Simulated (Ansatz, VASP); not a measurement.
## BN: VASP beside Ansatz

```
B N
1.0
     0.04246    3.51157    2.19230
     1.26788    0.02563    2.17548
     1.27784    3.50471    0.03560
B N
1 1
Direct
  0.00005 0.00005 0.99995
  0.66667 0.66667 0.33333
```

Alike in both runs: task single point; functional r2SCAN; k mesh 10 × 10 × 10; occupations fermi-dirac, width 0.05 eV; no spin polarisation.

```csv
,VASP,Ansatz
version,VASP 6.6.1,Ansatz 0.2.0
potentials or method,"VASP PAW PBE potentials, release 64 (B, N), cutoff 520 eV","plane waves, PAW"
valence electrons in the cell,8,8
```

VASP gave:

- pressure (GPa): -0.1
- traceless stress, the component that is largest in VASP (GPa): -5.56

**Question.** Which values does Ansatz return?

**Answer.** Pressure (GPa): -0.5; traceless stress, the component that is largest in VASP (GPa): -5.55.

VASP's potentials were made for PBE, not for r2SCAN.
